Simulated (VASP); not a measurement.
The system is AlNi.

```
CELL_PARAMETERS angstrom
1.93869 -1.95319 0.00000
1.93869 1.95319 0.00000
0.00000 0.00000 3.09943
ATOMIC_POSITIONS crystal
Ni 0.50000 0.50000 0.50000
Al 0.00000 0.00000 0.00000
```

Base run:

```yaml
Program: VASP 6.6.1
Functional: PBEsol
Potentials_or_basis: VASP PAW PBE potentials, release 64 (Ni, Al)
Cutoff: 520 eV
k_mesh: 8 × 8 × 7
Occupations: fermi-dirac, width 0.05 eV
Spin: collinear spin, ferromagnetic start
Starting_moments: "[1.5, 0.0] μB"
Fixed_moment: 1.5 μB
```

Its results: pressure 11.5 GPa; site moments Ni +1.06; Al +0.10 μB.

**Question.** The run is repeated on the same cell with these changes: fixed moment from 1.5 μB to 0.8 μB; moments at the start from [1.5, 0.0] to [0.8, 0.0]. What comes out?

**Answer.** Pressure 2.9 GPa; site moments Ni +0.60; Al +0.05 μB.

Caveats: the PAW data sets were made with another functional, which shifts forces and pressure a little; the total moment is fixed, so each spin has its own Fermi level; the cell stands under pressure (at least some runs).
